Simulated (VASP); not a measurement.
**RbY2: relaxation of cell and atoms with PBE**

RbY2:

```
Rb Y
1.0
     0.00000    4.07403    4.07403
     4.07403    0.00000    4.07403
     4.07403    4.07403    0.00000
Rb Y
1 2
Direct
  0.00000 0.00000 0.00000
  0.25000 0.25000 0.25000
  0.75000 0.75000 0.75000
```

| Quantity | Value |
| --- | --- |
| Program | VASP 6.6.1 |
| Task | relaxation of cell and atoms |
| Functional | PBE |
| Potentials or basis | VASP PAW PBE potentials, release 64 (Rb_sv, Y_sv) |
| Cutoff | 600 eV |
| k mesh | 10 × 10 × 10 |
| Occupations | gaussian, width 0.1 eV |
| Spin | no spin polarisation |
| Dipole correction | no |
| Further INCAR settings | ALGO = Fast; EDIFF = 1e-07; IBRION = 2; EDIFFG = -0.01; NSW = 100; ISIF = 3 |

The relaxed volume is 44.52 Å³/atom, the relaxed cell is a = 5.737 Å, b = 5.737 Å, c = 5.737 Å, α = 60.00°, β = 60.00°, γ = 60.00° and the space group after relaxing (to 0.1 Å) is Fm-3m (No. 225). The energy gained by relaxing is 0.3 meV/atom and the ionic steps are 4. The pressure after relaxing is 0.0 GPa. The band gap on the k mesh is zero (an odd number of electrons rules out a gap without spin polarisation).

Step by step:
| step | energy change (eV) | largest force (eV/Å) | pressure (GPa) | volume (Å³) |
| --- | --- | --- | --- | --- |
| 1 | 0.0000 | 0.0000 | -0.16 | 135.24 |
| 2 | -0.0007 | 0.0000 | -0.06 | 134.36 |
| 3 | -0.0008 | 0.0000 | -0.06 | 134.09 |
| 4 | -0.0010 | 0.0000 | -0.01 | 133.55 |

Final structure:
```xyz
3
Lattice="0.0000 4.0570 4.0570 4.0570 0.0000 4.0570 4.0570 4.0570 0.0000" Properties=species:S:1:pos:R:3 pbc="T T T"
Rb    8.1140    4.0570    4.0570
Y     2.0285    2.0285    2.0285
Y     6.0855    6.0855    6.0855
```

Levels at points of the mesh, in eV from the Fermi level:
```tsv
k point	band 11	band 12	band 13	band 14	band 15	band 16	band 17	band 18	band 19
(0.00, 0.00, 0.00)	-12.19	-12.19	-3.50	-0.51	-0.51	0.45	0.45	0.45	1.69
(0.50, 0.00, 0.00)	-12.18	-12.18	-1.68	-1.24	0.13	0.13	0.75	0.75	0.85
(0.50, 0.50, 0.00)	-12.18	-12.18	-1.37	-0.93	-0.80	-0.21	0.09	1.24	1.24
```

It took 16 min on 1 thread of AMD EPYC 9R45 96-Core Processor (Zen 5), on a shared host, peak memory 0.42 GiB.
